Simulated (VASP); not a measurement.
# CdS (sol) (P6_3mc) in VASP: further runs, part 2 of 2

VASP 6.6.1. The steps go on from the part before.

## Step 5: Single point, PBEsol

This run uses another cell than the first one, of 24.71 Å³/atom, 0.993 times its volume.

File INCAR:

```
SYSTEM = CdS
  ALGO = Normal
  EDIFF = 1E-6
  ENCUT = 520
  GGA = PS
  ISIF = 2
  ISMEAR = 0
  LASPH = .True.
  LCHARG = .False.
  LREAL = .False.
  LWAVE = .False.
  NBANDS = 26
  NELM = 100
  PREC = Accurate
  SIGMA = 0.01
```

File KPOINTS:

```
k-points
0
Gamma
  6 6 4
  0 0 0
```

File POSCAR:

```
CdS
1.0
    4.1250409691      0.0000000000      0.0000000000
   -2.0625204845      3.5723902709      0.0000000000
    0.0000000000      0.0000000000      6.7081072971
Cd S
2 2
Direct
    0.3333333333      0.6666666667      0.0001621268
    0.6666666667      0.3333333333      0.5001621268
    0.3333333333      0.6666666667      0.3768378732
    0.6666666667      0.3333333333      0.8768378732
```

Potentials or basis: VASP PAW PBE potentials, release 64 (Cd, S).

On the command line:

```bash
cat potpaw_PBE.64/Cd/POTCAR potpaw_PBE.64/S/POTCAR > POTCAR
mpirun -np 1 vasp_std > vasp.out
```

OUTCAR:

```text
SYSTEM = CdS
   EDIFF = 1E-6
   ENCUT = 520
   GGA = PS
   ISIF = 2
   ISMEAR = 0
   LASPH = .True.
   LREAL = .False.
   NELM = 100
   PREC = Accurate

 ion  position               nearest neighbor table
   1  0.333  0.667  0.000-   4 2.52   4 2.52   4 2.52   3 2.53
   2  0.667  0.333  0.500-   3 2.52   3 2.52   3 2.52   4 2.53
   3  0.333  0.667  0.377-   2 2.52   2 2.52   2 2.52   1 2.53
   4  0.667  0.333  0.877-   1 2.52   1 2.52   1 2.52   2 2.53

  LATTYP: Found a hexagonal cell.
[... 803 lines left out ...]

  FORCE on cell =-STRESS in cart. coord.  units (eV):
  Direction    XX          YY          ZZ          XY          YZ          ZX
  --------------------------------------------------------------------------------------
  -------------------------------------------------------------------------------------
  Total        0.2359985      0.2359985      0.2377761      0.0000000      0.0000000      0.0000000
  in kB        3.8250110      3.8250110      3.8538218      0.0000000      0.0000000      0.0000000
  external PRESSURE =       3.8346146 kB  Pullay stress =       0.0000000 kB

 VOLUME and BASIS-vectors are now :
 -----------------------------------------------------------------------------
  energy-cutoff  :      520.00
  volume of cell :       98.85
      direct lattice vectors                 reciprocal lattice vectors
     4.125040969  0.000000000  0.000000000     0.242421835  0.139962312  0.000000000
    -2.062520484  3.572390271  0.000000000     0.000000000  0.279924623  0.000000000
     0.000000000  0.000000000  6.708107297     0.000000000  0.000000000  0.149073346

 POSITION                                       TOTAL-FORCE (eV/Angst)
 -----------------------------------------------------------------------------------
     -0.00000      2.38159      0.00109         0.000000     -0.000000      0.002304
      2.06252      1.19080      3.35514        -0.000000      0.000000      0.002304
     -0.00000      2.38159      2.52787        -0.000000     -0.000000     -0.002304
      2.06252      1.19080      5.88192         0.000000     -0.000000     -0.002304
 -----------------------------------------------------------------------------------
    total drift:                               -0.000000     -0.000000      0.000114

  FREE ENERGIE OF THE ION-ELECTRON SYSTEM (eV)
  ---------------------------------------------------
  free  energy   TOTEN  =       -13.6301735429 eV

  energy  without entropy=      -13.6301735429  energy(sigma->0) =      -13.63017354
```

OSZICAR:

```text
N       E                     dE             d eps       ncg     rms          rms(c)
DAV:   1     0.248434714535E+03    0.24843E+03   -0.17498E+04  1092   0.127E+03
DAV:   2    -0.885328314309E+00   -0.24932E+03   -0.24137E+03  1184   0.321E+02
DAV:   3    -0.144809141610E+02   -0.13596E+02   -0.13512E+02  1334   0.751E+01
DAV:   4    -0.146245040005E+02   -0.14359E+00   -0.14342E+00  1224   0.730E+00
DAV:   5    -0.146266611120E+02   -0.21571E-02   -0.21569E-02  1318   0.904E-01    0.111E+01
DAV:   6    -0.136608366639E+02    0.96582E+00   -0.18012E+00  1462   0.151E+01    0.874E+00
DAV:   7    -0.136384395782E+02    0.22397E-01   -0.66111E-01  1158   0.443E+00    0.377E+00
DAV:   8    -0.136315685700E+02    0.68710E-02   -0.91112E-02  1204   0.305E+00    0.512E-01
DAV:   9    -0.136301042251E+02    0.14643E-02   -0.15019E-02  1200   0.156E+00    0.151E-01
DAV:  10    -0.136300758567E+02    0.28368E-04   -0.11054E-03  1196   0.360E-01    0.883E-02
DAV:  11    -0.136301162819E+02   -0.40425E-04   -0.13511E-04  1256   0.723E-02    0.724E-02
DAV:  12    -0.136301747465E+02   -0.58465E-04   -0.84176E-05  1114   0.473E-02    0.463E-02
DAV:  13    -0.136301729225E+02    0.18240E-05   -0.16896E-05  1270   0.305E-02    0.738E-03
DAV:  14    -0.136301735429E+02   -0.62042E-06   -0.11246E-06   914   0.108E-02
   1 F= -.13630174E+02 E0= -.13630174E+02  d E =-.373403E-34
```

stdout:

```text
POSCAR found type information on POSCAR CdS
 POSCAR found :  2 types and       4 ions
 scaLAPACK will be used
 -----------------------------------------------------------------------------
|                                                                             |
|                                                                             |
|     You enforced a specific xc type in the INCAR file but a different       |
|     I HOPE YOU KNOW WHAT YOU ARE DOING!                                     |
|                                                                             |
 -----------------------------------------------------------------------------

 LDA part: xc-table for (Slater+PW92), standard interpolation
 POSCAR, INCAR and KPOINTS ok, starting setup
 FFT: planning ... GRIDC
 FFT: planning ... GRID_SOFT
 FFT: planning ... GRID
 WAVECAR not read
 entering main loop
```

Run time: 18 s. Hardware: 1 thread of Intel Xeon 6975P-C (Granite Rapids), shared host; peak memory 0.23 GiB.

What came out:

```
Free energy            : -13.6302 eV
Pressure               : 0.4 GPa
Band gap on the k mesh : 1.10 eV, direct
```

Forces in eV/Å, atoms in the order of the input:
```
Cd   0.000  0.000  0.002
Cd   0.000  0.000  0.002
S    0.000  0.000 -0.002
S    0.000  0.000 -0.002
```

Caveat: the PAW data sets were made with another functional, which shifts forces and pressure a little. Expect the measured gap to be larger: semilocal functionals such as PBEsol lack the derivative discontinuity.

## Step 6: Relaxation of cell and atoms, PBEsol

File INCAR:

```
SYSTEM = CdS
PREC     = Accurate       ! precision mode
ENCUT    = 600            ! plane-wave cutoff, eV
EDIFF    = 1E-6           ! SCF threshold, eV
ISMEAR   = 0              ! smearing method
SIGMA    = 0.02           ! smearing width, eV
LREAL    = .FALSE.        ! projectors in reciprocal space
LASPH    = .TRUE.         ! aspherical terms in the spheres
NELM     = 60             ! most SCF steps
ALGO     = Normal         ! electronic algorithm
ISIF     = 3              ! what is computed and relaxed
LWAVE    = .FALSE.        ! write WAVECAR
LCHARG   = .FALSE.        ! write CHGCAR
GGA      = PS             ! functional
IBRION   = 2              ! ionic algorithm
NSW      = 100            ! ionic steps
EDIFFG   = -0.002         ! ionic threshold
```

File KPOINTS:

```
Automatic mesh
0
G
  6 6 4
  0 0 0
```

File POSCAR:

```
CdS
1.0
    4.1370000000      0.0000000000      0.0000000000
   -2.0685000000      3.5827470955      0.0000000000
    0.0000000000      0.0000000000      6.7160000000
Cd S
2 2
Direct
    0.3333333333      0.6666666667      0.0000000000
    0.6666666667      0.3333333333      0.5000000000
    0.3333333333      0.6666666667      0.3770000000
    0.6666666667      0.3333333333      0.8770000000
```

Potentials or basis: VASP PAW PBE potentials, release 64 (Cd, S).

On the command line:

```bash
cat potpaw_PBE.64/Cd/POTCAR potpaw_PBE.64/S/POTCAR > POTCAR
mpirun -np 1 vasp_std > vasp.out
```

Wall time 3.6 min (1 thread of Intel Xeon 6975P-C (Granite Rapids), shared host); peak memory 0.29 GiB.

It converged, with:

* Free energy: -13.6314 eV
* Relaxed volume: 24.85 Å³/atom
* Relaxed cell: a = 4.133 Å, b = 4.133 Å, c = 6.722 Å, α = 90.00°, β = 90.00°, γ = 120.00°
* Space group after relaxing (to 0.05 Å): P6_3mc (No. 186)
* Energy gained by relaxing: 0.0 meV/atom
* Ionic steps: 32
* Pressure after relaxing: 0.0 GPa
* Band gap on the k mesh: 1.08 eV, direct

Final structure:
```yaml
crystal:
  lattice:
    - [4.13251, 0.00000, 0.00000]
    - [-2.06626, 3.57886, 0.00000]
    - [0.00000, 0.00000, 6.72206]
  atoms:
    - { symbol: Cd, position: [0.33333, 0.66667, 0.00023] }
    - { symbol: Cd, position: [0.66667, 0.33333, 0.50023] }
    - { symbol: S, position: [0.33333, 0.66667, 0.37677] }
    - { symbol: S, position: [0.66667, 0.33333, 0.87677] }
```

Levels at points of the mesh, in eV from the valence-band top:
```
           k point  band 16  band 17  band 18  band 19  band 20  band 21
(0.00, 0.00, 0.00)    -0.05     0.00     0.00     1.08     2.67     6.38
(0.50, 0.00, 0.00)    -1.91    -1.33    -0.77     3.63     3.76     4.98
(0.00, 0.00, 0.50)    -0.40    -0.40    -0.40     2.75     2.75     6.07
(0.50, 0.00, 0.50)    -1.38    -1.36    -1.36     3.36     3.36     5.27
```

Caveat: the PAW data sets were made with another functional, which shifts forces and pressure a little.

## Step 7: Overview

```tsv
task	cell	cutoff (eV)	smearing	gap on the mesh (eV)	pressure (GPa)
single point	a = 4.137, b = 4.137, c = 6.716 Å, angles 90.0, 90.0, 120.0°, 4 atoms	520	gaussian 0.1 eV	1.08	0.0
single point	a = 4.125, b = 4.125, c = 6.708 Å, angles 90.0, 90.0, 120.0°, 4 atoms	520	gaussian 0.02 eV	1.10	0.4
single point	a = 4.125, b = 4.125, c = 6.708 Å, angles 90.0, 90.0, 120.0°, 4 atoms	520	gaussian 0.01 eV	1.10	0.4
relaxation of cell and atoms	relaxed from a = 4.137, b = 4.137, c = 6.716 Å, angles 90.0, 90.0, 120.0°, 4 atoms	600	gaussian 0.02 eV	1.08	0.0
```

Alike in all rows: level PBEsol; potentials or basis VASP PAW PBE potentials, release 64 (Cd, S); no spin polarisation; k mesh 6 × 6 × 4.

Caveats: the PAW data sets were made with another functional, which shifts forces and pressure a little.

Absolute energies hang on the potentials; compare differences alone.
